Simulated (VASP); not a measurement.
The system is PbSe3.

```
Pb Se
1.0
     4.74375    0.00000    0.00000
     0.00000    4.74375    0.00000
     0.00000    0.00000    4.74375
Pb Se
1 3
Direct
  0.00000 0.00000 0.00000
  0.00000 0.50000 0.50000
  0.50000 0.00000 0.50000
  0.50000 0.50000 0.00000
```

* Program: VASP 6.6.1
* Task: relaxation of cell and atoms
* Functional: PBE
* Potentials or basis: VASP PAW PBE potentials, release 64 (Pb_d, Se)
* Cutoff: 600 eV
* k mesh: 10 × 10 × 10
* Occupations: gaussian, width 0.1 eV
* Spin: no spin polarisation

At the start: pressure -4.1 GPa; volume 26.69 Å³/atom.

Question: Where does the relaxation end?

Answer: Over 3 steps the energy falls by 34.1 meV/atom and the volume is 24.25 Å³/atom (-9.2 %); space group Pm-3m (No. 221, to 0.1 Å) before and after.

The path:
| step | energy change (eV) | largest force (eV/Å) | pressure (GPa) | volume (Å³) |
| --- | --- | --- | --- | --- |
| 1 | 0.0000 | 0.0000 | -4.09 | 106.75 |
| 2 | -0.1360 | 0.0000 | 0.24 | 96.56 |
| 3 | -0.1363 | 0.0000 | 0.00 | 96.98 |

Final structure:
```cif
data_structure
_symmetry_space_group_name_H-M 'P 1'
_symmetry_Int_Tables_number 1
_cell_length_a 4.5944
_cell_length_b 4.5944
_cell_length_c 4.5944
_cell_angle_alpha 90.000
_cell_angle_beta 90.000
_cell_angle_gamma 90.000
_cell_volume 96.98
loop_
_atom_site_label
_atom_site_type_symbol
_atom_site_fract_x
_atom_site_fract_y
_atom_site_fract_z
_atom_site_occupancy
Pb1 Pb 0.00000 0.00000 0.00000 1
Se1 Se 0.00000 0.50000 0.50000 1
Se2 Se 0.50000 0.00000 0.50000 1
Se3 Se 0.50000 0.50000 0.00000 1
```
